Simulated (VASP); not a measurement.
Input of a VASP 6.6.1 run:

Contents of INCAR:

```
SYSTEM = MgO
ALGO     = Normal         ! electronic algorithm
EDIFF    = 1E-6           ! SCF threshold, eV
ENCUT    = 600            ! plane-wave cutoff, eV
GGA      = PS             ! functional
GGA_COMPAT= .FALSE.      
ISIF     = 2              ! what is computed and relaxed
ISMEAR   = 0              ! smearing method
LASPH    = .TRUE.         ! aspherical terms in the spheres
LCHARG   = .FALSE.        ! write CHGCAR
LREAL    = .FALSE.        ! projectors in reciprocal space
LWAVE    = .FALSE.        ! write WAVECAR
NBANDS   = 11             ! bands
NELM     = 120            ! most SCF steps
PREC     = Accurate       ! precision mode
SIGMA    = 0.02           ! smearing width, eV
```

KPOINTS

```
k-points
0
G
  10 10 10
  0 0 0
```

File POSCAR:

```
MgO
1.0
    0.0000000000      2.1070910970      2.1070910970
    2.1070910970      0.0000000000      2.1070910970
    2.1070910970      2.1070910970      0.0000000000
Mg O
1 1
Direct
    0.0000000000      0.0000000000      0.0000000000
    0.5000000000      0.5000000000      0.5000000000
```

Potentials or basis: VASP PAW PBE potentials, release 64 (Mg, O).

Run with:

```console
$ cat potpaw_PBE.64/Mg/POTCAR potpaw_PBE.64/O/POTCAR > POTCAR
$ mpirun -np 1 vasp_std > vasp.out
```

**Question.** Predict the pressure.

**Answer.** -0.7 GPa.

**Question.** Predict the band gap on the k mesh.

**Answer.** 4.62 eV, direct.

Caveat: the PAW data sets were made with another functional, which shifts forces and pressure a little.
